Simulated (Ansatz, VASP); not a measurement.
**One calculation of ZrPdSe4, two programs**

```xyz
6
Lattice="0.0000 4.0955 4.0955 4.0955 0.0000 4.0955 4.0955 4.0955 0.0000" Properties=species:S:1:pos:R:3 pbc="T T T"
Zr    6.1433    6.1433    6.1433
Pd    0.0000    0.0000    0.0000
Se    5.1214    5.1214    3.0697
Se    3.0697    5.1214    5.1214
Se    3.0697    3.0697    3.0697
Se    5.1214    3.0697    5.1214
```

Change from the starting cell: species swapped into the LuInCo4 type (F-43m, No. 216).

Alike in both runs: task single point; functional PBE; k mesh 4 × 4 × 4; occupations gaussian, width 0.1 eV; no spin polarisation.

|  | VASP | Ansatz |
| --- | --- | --- |
| version | VASP 6.6.1 | Ansatz 0.2.0 |
| potentials or method | VASP PAW PBE potentials, release 64 (Zr_sv, Pd, Se), cutoff 520 eV | scalar-relativistic, plane waves, PAW |
| valence electrons in the cell | 46 | 94 |

|  | VASP | Ansatz | Ansatz less VASP |
| --- | --- | --- | --- |
| gap on the k mesh at the Fermi level (eV) | none | none | - |
| pressure (GPa) | -6.0 | -6.0 | 0.00 |
| rms of the force components (eV/Å) | 0.054 | 0.054 | +0.0003 |

Atom by atom the forces differ by 0.000 eV/Å (rms over components). A gap of «none» marks a metal or a gap that the smearing closes. The functional is the same, so the differences come from potentials, cutoffs and numerics. VASP's potentials hold 46 valence electrons a cell and Ansatz's 94, so a difference there can come from the potentials and not from the codes.
